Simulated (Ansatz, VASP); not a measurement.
# Cu in VASP and in Ansatz

```
Cu
1.0
     0.00000    1.78126    1.78126
     1.78126    0.00000    1.78126
     1.78126    1.78126    0.00000
Cu
1
Direct
  0.00000 0.00000 0.00000
```

Alike in both runs: functional PBE; dispersion D3(BJ); k mesh 20 × 20 × 20; occupations gaussian, width 0.1 eV; no spin polarisation.

Ansatz relaxed the structure, and its values are those at the end. VASP's run is a single point on that final structure, the one shown.

|  | VASP | Ansatz |
| --- | --- | --- |
| version | VASP 6.6.1 | Ansatz 0.2.0 |
| potentials or method | VASP PAW PBE potentials, release 64 (Cu), cutoff 520 eV | scalar-relativistic, plane waves, PAW |
| valence electrons in the cell | 11 | 19 |

```tsv
	VASP	Ansatz	Ansatz less VASP
gap on the k mesh at the Fermi level (eV)	none	none	-
pressure (GPa)	1.1	0.0	-1.06
```

A gap of «none» marks a metal or a gap that the smearing closes. VASP's potentials hold 11 valence electrons a cell and Ansatz's 19, so a difference there can come from the potentials and not from the codes.
